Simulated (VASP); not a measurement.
Set up this calculation in VASP 6.6.1, as the native input.

| Quantity | Value |
| --- | --- |
| Task | single point |
| Functional | LDA |
| Potentials or basis | VASP PAW LDA potentials, release 64 (Al, Cu) |
| Cutoff | 520 eV |
| k mesh | 12 × 12 × 8 |
| Occupations | gaussian, width 0.15 eV |
| Spin | no spin polarisation |
| Dipole correction | no |
| Further INCAR settings | ALGO = Fast; EDIFF = 1e-06; NBANDS = 24 |

The structure of Al3Cu2 lies in POSCAR:

```
Al3Cu2
1.0
    3.9610147888      0.0000000000      0.0000000000
   -1.9805073944      3.4303394319      0.0000000000
    0.0000000000      0.0000000000      5.1618512506
Al Cu
3 2
Direct
    0.0000000000      0.0000000000      0.0000000000
    0.3578061801      0.6666666667      0.3508928116
    0.6421938199      0.3333333333      0.6491071884
    0.2926993220      0.6666666667      0.8415870660
    0.7073006780      0.3333333333      0.1584129340
```

This cell differs from its parent crystal: atoms displaced along a vibrational mode, the cell strained.

The input as run:

INCAR

```
SYSTEM = Al3Cu2
ALGO = Fast ; EDIFF = 1E-6
ENCUT = 520 ; GGA = CA
ISIF = 2 ; ISMEAR = 0
LASPH = .TRUE. ; LCHARG = .FALSE.
LREAL = .FALSE. ; LWAVE = .FALSE.
NBANDS = 24 ; NELM = 100
PREC = Accurate ; SIGMA = 0.15
```

KPOINTS

```
k-points
0
G
  12 12 8
  0 0 0
```

Potentials or basis: VASP PAW LDA potentials, release 64 (Al, Cu).

Command:

```console
$ cat potpaw_LDA.64/Al/POTCAR potpaw_LDA.64/Cu/POTCAR > POTCAR
$ mpirun -np 1 vasp_std > vasp.out
```

Results of the run:

* Pressure: 2.7 GPa
* Largest force: 0.967 eV/Å
* Band gap on the k mesh: zero (an odd number of electrons rules out a gap without spin polarisation)

Caveat: the cell differs from its parent crystal (atoms displaced along a vibrational mode, the cell strained); the stress differs along the axes, from -6 to 8 GPa.

Run time: 21 min on 1 thread of Intel(R) Xeon(R) Platinum 8488C (Sapphire Rapids), with other jobs on the host, peak memory 0.81 GiB.
